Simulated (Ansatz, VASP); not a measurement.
## One calculation of Ti, two programs

```
Ti
1.0
     0.00000    2.08075    2.03000
     2.08075    0.00000    2.03000
     2.08075    2.08075    0.00000
Ti
1
Cartesian
  0.0000 0.0000 0.0000
```

Change from the starting cell: strain +0.025 along x and y, +0.000 along z, atoms carried along.

Alike in both runs: task single point; functional r2SCAN; k mesh 20 × 20 × 20; occupations gaussian, width 0.15 eV; no spin polarisation.

|  | VASP | Ansatz |
| --- | --- | --- |
| version | VASP 6.6.1 | Ansatz 0.2.0 |
| potentials or method | VASP PAW PBE potentials, release 64 (Ti_sv), cutoff 520 eV | scalar-relativistic, plane waves, PAW |
| valence electrons in the cell | 12 | 12 |

|  | VASP | Ansatz | Ansatz less VASP |
| --- | --- | --- | --- |
| gap on the k mesh at the Fermi level (eV) | none | none | - |
| pressure (GPa) | -1.0 | -1.3 | -0.38 |
| traceless stress, the component that is largest in VASP (GPa) | 0.57 | 0.57 | -0.004 |

VASP's potentials were made for PBE, not for r2SCAN. A gap of «none» marks a metal or a gap that the smearing closes.
